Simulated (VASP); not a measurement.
# AlN (P6_3mc) in VASP: further runs

AlN is run at these levels: PBE; tasks: electric field gradients.

Program: VASP 6.6.1. These are calculated values, not measurements. Logs are shortened: lines on timing, memory, paths and dates and some standing lists are left out, and cuts for length are marked.

## Step 1: The cell of the first run

The structure is hexagonal, space group P6_3mc (No. 186). The conventional cell has a = 3.172 Å, b = 3.172 Å, c = 5.076 Å, α = 90.00°, β = 90.00°, γ = 120.00°. Al (site symmetry 3m) has 4 N at 1.92 to 1.95 Å within 2.5 Å. Within 2.5 Å of N (site symmetry 3m) lie 4 Al at 1.92 to 1.95 Å.

## Step 2: Electric field gradients, PBE (volume scaled by 1.06)

File INCAR:

```
SYSTEM = AlN
PREC = Accurate
ENCUT = 520
EDIFF = 1E-8
ISMEAR = -1
SIGMA = 0.02
LREAL = .FALSE.
LASPH = .TRUE.
NELM = 80
ALGO = Normal
ISIF = 2
LWAVE = .FALSE.
LCHARG = .FALSE.
GGA = PE
LEFG = .TRUE.
NBANDS = 16
```

File KPOINTS:

```
regular mesh
0
G
  11 11 6
  0 0 0
```

File POSCAR:

```
AlN
1.0
    3.1720176844      0.0000000000      0.0000000000
   -1.5860088422      2.7470478959      0.0000000000
    0.0000000000      0.0000000000      5.0756326300
Al N
2 2
Direct
    0.3333333333      0.6666666667      0.0000000000
    0.6666666667      0.3333333333      0.5000000000
    0.3333333333      0.6666666667      0.3850000000
    0.6666666667      0.3333333333      0.8850000000
```

Potentials or basis: VASP PAW PBE potentials, release 64 (Al, N).

Command:

```console
cat potpaw_PBE.64/Al/POTCAR potpaw_PBE.64/N/POTCAR > POTCAR
mpirun -np 1 vasp_std > vasp.out
```

OUTCAR:

```text
SYSTEM = AlN
   PREC = Accurate
   ENCUT = 520
   EDIFF = 1E-8
   ISMEAR = -1
   LREAL = .FALSE.
   LASPH = .TRUE.
   NELM = 80
   ISIF = 2
   GGA = PE

 ion  position               nearest neighbor table
   1  0.333  0.667  0.000-   4 1.92   4 1.92   4 1.92   3 1.95   2 3.13   2 3.13   2 3.13   2 3.13
                             2 3.13   2 3.13
   2  0.667  0.333  0.500-   3 1.92   3 1.92   3 1.92   4 1.95   1 3.13   1 3.13   1 3.13   1 3.13
                             1 3.13   1 3.13
   3  0.333  0.667  0.385-   2 1.92   2 1.92   2 1.92   1 1.95
   4  0.667  0.333  0.885-   1 1.92   1 1.92   1 1.92   2 1.95

  LATTYP: Found a hexagonal cell.
 ALAT       =     3.1720176844
 C/A-ratio  =     1.6001274693

  Lattice vectors:

 A1 = (   3.1720176844,   0.0000000000,   0.0000000000)
 A2 = (  -1.5860088422,   2.7470478959,   0.0000000000)
 A3 = (   0.0000000000,   0.0000000000,   5.0756326300)

Analysis of symmetry for initial positions (statically):
=====================================================================
 Subroutine PRICEL returns:
 Original cell was already a primitive cell.

 Routine SETGRP: Setting up the symmetry group for a
 hexagonal supercell.

 Subroutine GETGRP returns: Found 12 space group operations
 (whereof  6 operations were pure point group operations)
 out of a pool of 24 trial point group operations.

The static configuration has the point symmetry C_3v.
 The point group associated with its full space group is C_6v.

Analysis of symmetry for dynamics (positions and initial velocities):
=====================================================================
 Subroutine PRICEL returns:
 Original cell was already a primitive cell.

 Routine SETGRP: Setting up the symmetry group for a
 hexagonal supercell.

 Subroutine GETGRP returns: Found 12 space group operations
 (whereof  6 operations were pure point group operations)
 out of a pool of 24 trial point group operations.

The dynamic configuration has the point symmetry C_3v.
 The point group associated with its full space group is C_6v.

 Subroutine INISYM returns: Found 12 space group operations
 (whereof  6 operations are pure point group operations),
 and found     1 'primitive' translations

----------------------------------------------------------------------------------------

                                     Primitive cell

  volume of cell :      44.2275

  direct lattice vectors                    reciprocal lattice vectors
     3.172017684  0.000000000  0.000000000     0.315256754  0.182013572  0.000000000
    -1.586008842  2.747047896  0.000000000     0.000000000  0.364027144  0.000000000
     0.000000000  0.000000000  5.075632630     0.000000000  0.000000000  0.197019775

  length of vectors
     3.172017684  3.172017684  5.075632630     0.364027144  0.364027144  0.197019775

  position of ions in fractional coordinates (direct lattice)
     0.333333333  0.666666667  0.000000000
     0.666666667  0.333333333  0.500000000
     0.333333333  0.666666667  0.385000000
     0.666666667  0.333333333  0.885000000

  ion indices of the primitive-cell ions
   primitive index   ion index
                 1           1
                 2           2
                 3           3
                 4           4

----------------------------------------------------------------------------------------

 KPOINTS: regular mesh

Automatic generation of k-mesh.
 Grid dimensions read from file:
 generate k-points for:   11   11    6

 Generating k-lattice:

  Cartesian coordinates                     Fractional coordinates (reciprocal lattice)
     0.028659705  0.016546688  0.000000000     0.090909091  0.000000000  0.000000000
     0.000000000  0.033093377  0.000000000     0.000000000  0.090909091  0.000000000
     0.000000000  0.000000000  0.032836629     0.000000000  0.000000000  0.166666667

  Length of vectors
     0.033093377  0.033093377  0.032836629

  Shift w.r.t. Gamma in fractional coordinates (k-lattice)
     0.000000000  0.000000000  0.000000000

 Subroutine IBZKPT returns following result:
 ===========================================

 Found     64 irreducible k-points:

 Following reciprocal coordinates:
            Coordinates               Weight
  0.000000  0.000000  0.000000      1.000000
  0.090909 -0.000000  0.000000      6.000000
  0.181818 -0.000000  0.000000      6.000000
  0.272727 -0.000000  0.000000      6.000000
  0.363636 -0.000000  0.000000      6.000000
  0.454545  0.000000  0.000000      6.000000
[... 16 lines left out ...]
  0.090909  0.090909  0.166667     12.000000
  0.181818  0.090909  0.166667     24.000000
 [... further k-points ...]
   k-points           NKPTS =     64   k-points in BZ     NKDIM =     64   number of bands    NBANDS=     16
   number of dos      NEDOS =    301   number of ions     NIONS =      4
   total plane-waves  NPLWV =  23040
   dimension x,y,z NGX =    24 NGY =   24 NGZ =   40
   dimension x,y,z NGXF=    48 NGYF=   48 NGZF=   80
   ions per type =               2   2
   NGX,Y,Z   is equivalent  to a cutoff of  12.58, 12.58, 13.10 a.u.
   NGXF,Y,Z  is equivalent  to a cutoff of  25.16, 25.16, 26.20 a.u.
 SYSTEM =  AlN
   PREC   = accura    normal or accurate (medium, high low for compatibility)
   ISTART =      0    job   : 0-new  1-cont  2-samecut
   ICHARG =      2    charge: 1-file 2-atom 10-const
   ISPIN  =      1    spin polarized calculation?
   LNONCOLLINEAR =      F non collinear calculations
   LSORBIT =      F    spin-orbit coupling
   LASPH  =      T    aspherical Exc in radial PAW
   ENCUT  =  520.0 eV  38.22 Ry    6.18 a.u.   5.90  5.90  9.44*2*pi/ulx,y,z
   NELM   =     80;   NELMIN=  2; NELMDL= -5     # of ELM steps
   EDIFF  = 0.1E-07   stopping-criterion for ELM
   LREAL  =      F    real-space projection
   EDIFFG = 0.1E-06   stopping-criterion for IOM
   NSW    =      0    number of steps for IOM
   IBRION =     -1    ionic relax: 0-MD 1-quasi-New 2-CG
   NFREE  =      0    steps in history (QN), initial steepest desc. (CG)
   ISIF   =      2    stress and relaxation
   ISYM   =      2    0-nonsym 1-usesym 2-fastsym
   POTIM  = 0.5000    time-step for ionic-motion
   TEBEG  =    0.0;   TEEND  =   0.0 temperature during run
   PSTRESS=    0.0 pullay stress
   NELECT =      16.0000    total number of electrons
   NUPDOWN=      -1.0000    fix difference up-down
   EMIN   =  10.00;   EMAX   =-10.00  energy-range for DOS
   EFERMI =   0.00;   METHOD = LEGACY
   ISMEAR =    -1;   SIGMA  =   0.02  broadening in eV -4-tet -1-fermi 0-gaus
   EFERMI_NEDOS =   21; number of points for ismear=-14 and -15
   IALGO  =     38    algorithm
   IMIX   =      4    mixing-type and parameters
     AMIX     =   0.40;   BMIX     =  1.00
     AMIX_MAG =   1.60;   BMIX_MAG =  1.00
  volume/ion in A,a.u.               =      11.06        74.62
  Fermi-wavevector in a.u.,A,eV,Ry     =   1.166498  2.204362 18.513700  1.360719
  Thomas-Fermi vector in A             =   2.303011
   LORBIT       =      0    0 simple, 1 ext, 2 COOP (PROOUT), +10 PAW based schemes
   GGA     = PE    functional components
   LHFCALC =     F    Hartree Fock is set to
   AEXX    =    0.0000 exact exchange contribution
   IVDW    =     0    specifies the selected vdW correction
   LEPSILON=     F    determine dielectric tensor
   LRPA    =     F    only Hartree local field effects (RPA)
 non-spin polarized calculation
  energy-cutoff  :      520.00
  volume of cell :       44.23
 maximum number of plane-waves:      1204
 NGX is ok and might be reduce to    24
   NGX = 11   NGY = 11   NGZ = 19

 number of electron      16.0000003 magnetization

 Free energy of the ion-electron system (eV)
  ---------------------------------------------------
  ext. energy  EPLUGINS =         0.00000000
  ---------------------------------------------------
  free energy    TOTEN  =       -29.73903966 eV

  energy without entropy =      -29.73903966  energy(sigma->0) =      -29.73903966

 E-fermi :   6.0939     XC(G=0): -10.6639

 val. band max:        5.6716297744   @ k =   0.0000   0.0000   0.0000
 cond. band min:       9.3311390999   @ k =   0.0000   0.0000   0.0000
 fundamental gap:      3.6595093256
 Fermi energy:         6.0938642219

 k-point     1 :       0.0000    0.0000    0.0000
  band No.  band energies     occupation
      1      -9.2358      2.00000
      2      -7.2618      2.00000
      3      -0.1009      2.00000
      4       4.7530      2.00000
      5       4.7530      2.00000
      6       5.3908      2.00000
[... 8 lines left out ...]
     15      18.1820      0.00000
     16      18.1820      0.00000

 k-point     2 :       0.0909   -0.0000    0.0000
  band No.  band energies     occupation
      1      -9.1374      2.00000
      2      -7.2069      2.00000
      3       0.0186      2.00000
      4       4.2839      2.00000
      5       4.6238      2.00000
      6       4.9059      2.00000
[... 8 lines left out ...]
     15      18.1925      0.00000
     16      18.2879      0.00000

 k-point     3 :       0.1818   -0.0000    0.0000
  band No.  band energies     occupation
      1      -8.8533      2.00000
      2      -7.0600      2.00000
      3       0.3695      2.00000
      4       3.1843      2.00000
      5       3.9426      2.00000
      6       4.3281      2.00000
[... 8 lines left out ...]
     15      17.3680      0.00000
     16      17.9964      0.00000
[... 362 lines left out ...]
 k-point    23 :       0.0909    0.0909    0.1667
  band No.  band energies     occupation
      1      -8.8511      2.00000
      2      -7.2733      2.00000
      3       0.5389      2.00000
      4       3.7474      2.00000
      5       3.7749      2.00000
      6       4.5417      2.00000
[... 8 lines left out ...]
     15      17.5849      0.00000
     16      18.3466      0.00000

 k-point    24 :       0.1818    0.0909    0.1667
  band No.  band energies     occupation
      1      -8.4980      2.00000
      2      -7.0821      2.00000
      3       0.8679      2.00000
      4       2.6695      2.00000
      5       3.0475      2.00000
      6       4.1338      2.00000
[... 8 lines left out ...]
     15      17.4814      0.00000
     16      18.6165      0.00000

 [... further k-points ...]

------------------------ aborting loop because EDIFF is reached ----------------------------------------

  FORCE on cell =-STRESS in cart. coord.  units (eV):
  Direction    XX          YY          ZZ          XY          YZ          ZX
  --------------------------------------------------------------------------------------
  -------------------------------------------------------------------------------------
  Total       -1.9250555     -1.9250555     -2.0503139      0.0000000      0.0000000      0.0000000
  in kB      -69.7367704    -69.7367704    -74.2743614      0.0000000      0.0000000      0.0000000
  external PRESSURE =     -71.2493008 kB  Pullay stress =       0.0000000 kB

 VOLUME and BASIS-vectors are now :
 -----------------------------------------------------------------------------
  energy-cutoff  :      520.00
  volume of cell :       44.23
      direct lattice vectors                 reciprocal lattice vectors
     3.172017684  0.000000000  0.000000000     0.315256754  0.182013572  0.000000000
    -1.586008842  2.747047896  0.000000000     0.000000000  0.364027144  0.000000000
     0.000000000  0.000000000  5.075632630     0.000000000  0.000000000  0.197019775

 POSITION                                       TOTAL-FORCE (eV/Angst)
 -----------------------------------------------------------------------------------
     -0.00000      1.83137      0.00000         0.000000     -0.000000      0.177649
      1.58601      0.91568      2.53782        -0.000000     -0.000000      0.177649
     -0.00000      1.83137      1.95412         0.000000      0.000000     -0.177649
      1.58601      0.91568      4.49193        -0.000000      0.000000     -0.177649
 -----------------------------------------------------------------------------------
    total drift:                               -0.000000      0.000000      0.000167

  FREE ENERGIE OF THE ION-ELECTRON SYSTEM (eV)
  ---------------------------------------------------
  free  energy   TOTEN  =       -29.7390396597 eV

  energy  without entropy=      -29.7390396597  energy(sigma->0) =      -29.73903966

 Electric field gradients (V/A^2)
---------------------------------------------------------------------
 ion       V_xx      V_yy      V_zz      V_xy      V_xz      V_yz
---------------------------------------------------------------------
   1      -3.985    -3.984     7.969     0.000     0.000    -0.000
   2      -3.985    -3.984     7.969     0.000    -0.000     0.000
   3      -0.080    -0.081     0.161    -0.001     0.000    -0.000
   4      -0.080    -0.081     0.161    -0.001    -0.000     0.000
---------------------------------------------------------------------

 Electric field gradients after diagonalization (V/A^2)
 (convention: |V_zz| > |V_xx| > |V_yy|)
----------------------------------------------------------------------
 ion       V_xx      V_yy      V_zz     asymmetry (V_yy - V_xx)/ V_zz
----------------------------------------------------------------------
   1      -3.985    -3.984     7.969       0.000
   2      -3.985    -3.984     7.969       0.000
   3      -0.082    -0.079     0.161       0.016
   4      -0.082    -0.079     0.161       0.016
----------------------------------------------------------------------

           NMR quadrupolar parameters

 Cq : quadrupolar parameter    Cq=e*Q*V_zz/h
 eta: asymmetry parameters     (V_yy - V_xx)/ V_zz
 Q  : nuclear electric quadrupole moment in mb (millibarn)
----------------------------------------------------------------------
 ion       Cq(MHz)       eta       Q (mb)
----------------------------------------------------------------------
   1       0.019       0.000       1.000
   2       0.019       0.000       1.000
   3       0.000       0.016       1.000
   4       0.000       0.016       1.000
----------------------------------------------------------------------
```

Run time: 20 s. Hardware: 1 thread of Intel Xeon Platinum 8488C (Sapphire Rapids), shared host; peak memory 0.17 GiB.

What came out:

```
Free energy            : -29.7390 eV
Pressure               : -7.1 GPa
Largest force          : 0.178 eV/Å
Band gap on the k mesh : 3.66 eV, direct
```

Forces on the atoms (eV/Å):
```
Al   0.000  0.000  0.178
Al   0.000  0.000  0.178
N    0.000  0.000 -0.178
N    0.000  0.000 -0.178
```

Electric field gradients, principal values (V/Å²):
| atom | least | middle | greatest (by size) |
| --- | --- | --- | --- |
| 1 Al | -3.984 | -3.985 | 7.969 |
| 2 Al | -3.984 | -3.985 | 7.969 |
| 3 N | -0.079 | -0.082 | 0.161 |
| 4 N | -0.079 | -0.082 | 0.161 |

Caveat: without QUAD_EFG the Cq values of the log hold for a quadrupole moment of 1 mb, not for the nuclei.

[end of part 1 of 2]
